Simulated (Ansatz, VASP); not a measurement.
# One calculation of Ru, two programs

```
Ru
1.0
     2.70783    0.00000    0.00000
    -1.35391    2.34505    0.00000
     0.00000    0.00000    4.26810
Ru
2
Direct
  0.33333 0.66667 0.25000
  0.66667 0.33333 0.75000
```

Alike in both runs: task single point; functional LDA; k mesh 9 × 9 × 4; occupations gaussian, width 0.1 eV; no spin polarisation.

|  | VASP | Ansatz |
| --- | --- | --- |
| version | VASP 6.6.1 | Ansatz 0.2.0 |
| potentials or method | VASP PAW LDA potentials, release 64 (Ru_pv), cutoff 520 eV | scalar-relativistic, plane waves, PAW |
| valence electrons in the cell | 28 | 32 |

```tsv
	VASP	Ansatz	Ansatz less VASP
gap on the k mesh at the Fermi level (eV)	none	none	-
pressure (GPa)	-10.7	-11.5	-0.79
traceless stress, the component that is largest in VASP (GPa)	-1.00	-1.11	-0.106
```

Ansatz warns that its potentials were made for another functional, while VASP's fit it. LDA's correlation is that of Perdew and Zunger in VASP and of Perdew and Wang (1992) in Ansatz. A gap of «none» marks a metal or a gap that the smearing closes. VASP's potentials hold 28 valence electrons a cell and Ansatz's 32, so a difference there can come from the potentials and not from the codes.

The k mesh is coarse, so the values compare programs but aren't converged.
